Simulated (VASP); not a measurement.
Runs of VASP 6.6.1 on SrO (rock salt type). The structure is that of space group Fm-3m (No. 225), or close to it. The cells are those of the table. 

```csv
level,cell,k mesh,smearing,gap on the mesh (eV),pressure (GPa)
r2SCAN,"a = 3.722 Å, angles 60.0°, 2 atoms",11 × 11 × 11,fermi-dirac 0.1 eV,3.80,-4.5
r2SCAN,"a = 3.649 Å, angles 60.0°, 2 atoms",11 × 11 × 11,fermi-dirac 0.1 eV,(a),0.5
r2SCAN,"a = 3.686 Å, angles 60.0°, 2 atoms",11 × 11 × 11,fermi-dirac 0.1 eV,3.80,-2.2
r2SCAN,"a = 3.573 Å, angles 60.0°, 2 atoms",11 × 11 × 11,fermi-dirac 0.1 eV,3.75,7.5
PBE,"a = 3.599 Å, angles 60.0°, 2 atoms",36 × 36 × 36,fermi-dirac 0.0612256 eV,(b),6.7
r2SCAN,"a = 3.611 Å, angles 60.0°, 2 atoms",11 × 11 × 11,fermi-dirac 0.1 eV,3.77,3.7
PBE,"a = 3.722 Å, angles 60.0°, 2 atoms",36 × 36 × 36,fermi-dirac 0.0612256 eV,3.29,-2.6
```

Alike in all rows: task single point; potentials or basis VASP PAW PBE potentials, release 64 (Sr_sv, O); no spin polarisation; cutoff (eV) 520.

Task: Estimate the missing entries.

Result: (a) 3.79; (b) 3.24.

Caveats: the PAW data sets were made with another functional, which shifts forces and pressure a little (at least some runs); an odd mesh through Γ misses points on the zone boundary, where band edges can lie (at least some runs); the cell stands under pressure (at least some runs); the cell stands under tension (at least some runs).

A k mesh can miss the band edges, and the runs leave out spin-orbit coupling on Sr.
